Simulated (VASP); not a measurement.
# PrBe3Si (I4mm) in VASP: notebook, part 2 of 2

VASP 6.6.1.

**3. Relaxation of cell and atoms, PBE**

File INCAR:

```
SYSTEM = PrBe3Si
PREC     = Accurate       ! precision mode
ENCUT    = 600            ! plane-wave cutoff, eV
EDIFF    = 1E-7           ! SCF threshold, eV
ISMEAR   = 0              ! smearing method
SIGMA    = 0.1            ! smearing width, eV
LREAL    = .False.        ! projectors in reciprocal space
LASPH    = .True.         ! aspherical terms in the spheres
NELM     = 200            ! most SCF steps
ALGO     = Normal         ! electronic algorithm
ISIF     = 3              ! what is computed and relaxed
LWAVE    = .False.        ! write WAVECAR
LCHARG   = .False.        ! write CHGCAR
GGA      = PE             ! functional
IBRION   = 2              ! ionic algorithm
NSW      = 80             ! ionic steps
EDIFFG   = -0.001         ! ionic threshold
GGA_COMPAT= .False.      
NELMIN   = 4            
LMAXMIX  = 6              ! l up to which the mixer works
```

File KPOINTS:

```
regular mesh
0
Gamma
  12 12 12
  0 0 0
```

File POSCAR:

```
PrBe3Si
1.0
   -1.9710989407      1.9710989407      4.7292392896
    1.9710989407     -1.9710989407      4.7292392896
    1.9710989407      1.9710989407     -4.7292392896
Pr Be Si
1 3 1
Direct
    0.0205850258      0.0205850258      0.0000000000
    0.3956105835      0.3956105835      0.0000000000
    0.2763859042      0.7763859042      0.5000000000
    0.7763859042      0.2763859042      0.5000000000
    0.6460325925      0.6460325925      0.0000000000
```

Potentials or basis: VASP PAW PBE potentials, release 64 (Pr_3, Be, Si), 4f in core.

Started as:

```bash
$ cat potpaw_PBE.64/Pr_3/POTCAR potpaw_PBE.64/Be/POTCAR potpaw_PBE.64/Si/POTCAR > POTCAR
$ mpirun -np 1 vasp_std > vasp.out
```

OUTCAR:

```text
SYSTEM = PrBe3Si
   PREC = Accurate
   ENCUT = 600
   EDIFF = 1E-7
   ISMEAR = 0
   LREAL = .False.
   LASPH = .True.
   NELM = 200
   ISIF = 3
   GGA = PE
   IBRION = 2
   NSW = 80
   EDIFFG = -0.001
   NELMIN = 4

 ion  position               nearest neighbor table
   1  0.021  0.021  0.000-   2 3.03   2 3.03   2 3.03   2 3.03   5 3.03   5 3.03   5 3.03   5 3.03
                             3 3.04   4 3.04   3 3.04   4 3.04   3 3.12   4 3.12   4 3.12   3 3.12
   2  0.396  0.396  0.000-   3 2.27   4 2.27   3 2.27   4 2.27   5 2.37   1 3.03   1 3.03   1 3.03
                             1 3.03
   3  0.276  0.776  0.500-   2 2.27   2 2.27   5 2.32   5 2.32   1 3.04   1 3.04   1 3.12   1 3.12

   4  0.776  0.276  0.500-   2 2.27   2 2.27   5 2.32   5 2.32   1 3.04   1 3.04   1 3.12   1 3.12

   5  0.646  0.646  0.000-   3 2.32   4 2.32   3 2.32   4 2.32   2 2.37   1 3.03   1 3.03   1 3.03
                             1 3.03

  LATTYP: Found a body centered tetragonal cell.
 ALAT       =     3.9421978814
[... 521 lines left out ...]
      1     -30.0208      2.00000
      2     -12.2245      2.00000
      3     -11.9393      2.00000
      4     -11.9393      2.00000
      5      -4.2426      2.00000
      6       1.1039      2.00000
      7       2.4330      2.00000
      8       2.9535      2.00000
      9       2.9535      2.00000
     10       4.3519      2.00000
     11       6.9120      0.00000
     12       6.9120      0.00000
     13       7.5067      0.00000
     14       8.1976      0.00000
[... 377 lines left out ...]
      1     -29.9906      2.00000
      2     -12.3737      2.00000
      3     -12.1722      2.00000
      4     -12.0047      2.00000
      5      -2.8800      2.00000
      6      -0.0553      2.00000
      7       1.6854      2.00000
      8       2.7531      2.00000
      9       3.2236      2.00000
     10       4.1254      2.00000
     11       4.6565      2.00000
     12       7.5976      0.00000
     13       8.3415      0.00000
     14       8.9388      0.00000

 [... further k-points ...]
[... 5 lines left out ...]
  --------------------------------------------------------------------------------------
  -------------------------------------------------------------------------------------
  Total       -0.0010590     -0.0010590     -0.0007142      0.0000000     -0.0000000     -0.0000000
  in kB       -0.0230568     -0.0230568     -0.0155502      0.0000000     -0.0000000     -0.0000000
  external PRESSURE =      -0.0205546 kB  Pullay stress =       0.0000000 kB
[... 20 lines left out ...]
  FREE ENERGIE OF THE ION-ELECTRON SYSTEM (eV)
  ---------------------------------------------------
  free  energy   TOTEN  =       -22.6317342021 eV

  energy  without entropy=      -22.6240865636  energy(sigma->0) =      -22.62791038

 reached required accuracy - stopping structural energy minimisation
```

CONTCAR:

```text
PrBe3Si
   1.00000000000000
    -1.9724558144948281    1.9724558144948281    4.7287346907080350
     1.9724558144948281   -1.9724558144948281    4.7287346907080350
     1.9724558144948281    1.9724558144948281   -4.7287346907080350
  Pr              Be              Si
     1     3     1
Direct
     0.0207511105565777    0.0207511105565777    0.0000000000000000
     0.3955548941950301    0.3955548941950301    0.0000000000000000
     0.2763441232290244    0.7763441232290244    0.5000000000000000
     0.7763441232290244    0.2763441232290244    0.5000000000000000
     0.6460057589903427    0.6460057589903427    0.0000000000000000

  0.00000000E+00  0.00000000E+00  0.00000000E+00
  0.00000000E+00  0.00000000E+00  0.00000000E+00
  0.00000000E+00  0.00000000E+00  0.00000000E+00
  0.00000000E+00  0.00000000E+00  0.00000000E+00
  0.00000000E+00  0.00000000E+00  0.00000000E+00
```

It took 9.3 min on 1 thread of Intel Xeon Platinum 8559C (Emerald Rapids), shared host; peak memory 0.52 GiB.

What came out:

```
Free energy                           : -22.6317 eV
Relaxed volume                        : 14.72 Å³/atom
Relaxed cell                          : a = 5.490 Å, b = 5.490 Å, c = 5.490 Å, α = 137.89°, β = 137.89°, γ = 61.07°
Space group after relaxing (to 0.1 Å) : I4mm (No. 107)
Energy gained by relaxing             : 0.0 meV/atom
Ionic steps                           : 9
Pressure after relaxing               : 0.0 GPa
Band gap on the k mesh                : zero (an odd number of electrons rules out a gap without spin polarisation)
```

Final structure:
```
Pr Be Si
1.0
    -1.97246    1.97246    4.72873
     1.97246   -1.97246    4.72873
     1.97246    1.97246   -4.72873
Pr Be Si
1 3 1
Direct
  0.02075 0.02075 0.00000
  0.39555 0.39555 0.00000
  0.27634 0.77634 0.50000
  0.77634 0.27634 0.50000
  0.64601 0.64601 0.00000
```

Caveat: spin-orbit coupling is left out, which moves the levels of the heavy elements; the 4f electrons are frozen in the core, so they carry no moment and show no levels. Spin polarisation is off, so any magnetic state and its effect on volume and gap are missing.

**4. Single point, PBE**

This run uses another cell than the first one: it holds 10 atoms, not 5.

File INCAR:

```
SYSTEM = PrBe3Si
PREC     = Accurate       ! precision mode
ENCUT    = 600            ! plane-wave cutoff, eV
EDIFF    = 1E-6           ! SCF threshold, eV
ISMEAR   = 0              ! smearing method
SIGMA    = 0.2            ! smearing width, eV
LREAL    = .FALSE.        ! projectors in reciprocal space
LASPH    = .TRUE.         ! aspherical terms in the spheres
NELM     = 200            ! most SCF steps
ALGO     = Normal         ! electronic algorithm
ISIF     = 2              ! what is computed and relaxed
LWAVE    = .FALSE.        ! write WAVECAR
LCHARG   = .FALSE.        ! write CHGCAR
GGA      = PE             ! functional
NBANDS   = 32             ! bands
GGA_COMPAT= .FALSE.      
LMAXMIX  = 6              ! l up to which the mixer works
```

File KPOINTS:

```
Automatic mesh
0
G
  4 4 4
  0 0 0
```

File POSCAR:

```
PrBe3Si
1.0
    1.9710989407     -1.9710989407     -4.7292392896
    1.9710989407     -1.9710989407      4.7292392896
   -3.9421978814     -3.9421978814      0.0000000000
Pr Be Si
2 6 2
Direct
    0.9794149742      0.0205850258      1.0000000000
    0.4794149742      0.5205850258      0.5000000000
    0.1043894165      0.8956105835      0.5000000000
    0.6043894165      0.3956105835      0.0000000000
    0.9736140958      0.5263859042      0.7500000000
    0.4736140958      0.0263859042      0.2500000000
    0.4736140958      0.0263859042      0.7500000000
    0.9736140958      0.5263859042      0.2500000000
    0.3539674075      0.6460325925      0.0000000000
    0.8539674075      0.1460325925      0.5000000000
```

Started as:

```bash
$ cat potpaw_PBE.64/Pr_3/POTCAR potpaw_PBE.64/Be/POTCAR potpaw_PBE.64/Si/POTCAR > POTCAR
$ mpirun -np 1 vasp_std > vasp.out
```

It took 1.8 min on 1 thread of Intel Xeon Platinum 8488C (Sapphire Rapids), shared host; peak memory 0.39 GiB.

It converged, with:

```yaml
Free_energy: -45.2463 eV
Pressure: 0.2 GPa
Largest_force: 0.072 eV/Å
Band_gap_on_the_k_mesh: zero (bands 21 and 22 overlap by 1.48 eV)
```

Forces on the atoms (eV/Å):
```
Pr   0.000  0.000  0.016
Pr   0.000  0.000  0.016
Be   0.000  0.000  0.065
Be   0.000  0.000  0.065
Be   0.000  0.000 -0.005
Be   0.000  0.000 -0.005
Be   0.000  0.000 -0.005
Be   0.000  0.000 -0.005
Si   0.000  0.000 -0.072
Si   0.000  0.000 -0.072
```

Stress tensor (GPa, compression positive):
```
-0.05 -0.18  0.00
-0.18 -0.05  0.00
 0.00  0.00  0.75
```

Levels at points of the mesh, in eV from the Fermi level:
```
           k point  band 18  band 19  band 20  band 21  band 22  band 23  band 24  band 25
(0.00, 0.00, 0.00)    -2.37    -1.75    -0.98    -0.97     1.60     1.60     2.18     2.87
(0.50, 0.00, 0.00)    -1.86    -0.93    -0.93    -0.51    -0.51     2.21     2.21     2.76
(0.50, 0.50, 0.00)    -1.75    -1.19    -0.97     0.36     1.15     1.58     1.58     3.34
(0.00, 0.00, 0.50)    -1.93    -1.04    -1.04    -0.87    -0.87     3.43     3.43     3.60
(0.50, 0.00, 0.50)    -1.74     0.05     0.05     0.61     0.61     0.63     0.63     1.64
(0.50, 0.50, 0.50)    -0.80    -0.74    -0.74    -0.02    -0.02     1.80     1.80     1.86
```

Caveat: spin-orbit coupling is left out, which moves the levels of the heavy elements; the 4f electrons are frozen in the core, so they carry no moment and show no levels.

**5. Summary**

| task | cell | k mesh | smearing | gap on the mesh (eV) | pressure (GPa) | relaxed volume (Å³/atom) | largest force (eV/Å) |
| --- | --- | --- | --- | --- | --- | --- | --- |
| relaxation of cell and atoms | relaxed from a = 5.489 Å, angles 138.0, 138.0, 61.0°, 5 atoms, atomic positions A | 12 × 12 × 12 | gaussian 0.1 eV | none | 0.0 | 14.72 | 0.01 |
| relaxation of cell and atoms | relaxed from a = 5.490 Å, angles 137.9, 137.9, 61.0°, 5 atoms, atomic positions B | 12 × 12 × 12 | gaussian 0.1 eV | none | 0.0 | 14.72 | - |
| single point | a = 5.490, b = 5.490, c = 5.575 Å, angles 90.0, 90.0, 119.0°, 10 atoms, atomic positions C | 4 × 4 × 4 | gaussian 0.2 eV | none | 0.2 | - | 0.07 |

Alike in all rows: level PBE; potentials or basis VASP PAW PBE potentials, release 64 (Pr_3, Be, Si), 4f in core; no spin polarisation; cutoff (eV) 600.

Caveats: spin-orbit coupling is left out, which moves the levels of the heavy elements; the 4f electrons are frozen in the core, so they carry no moment and show no levels.

Absolute energies hang on the potentials; compare differences alone.
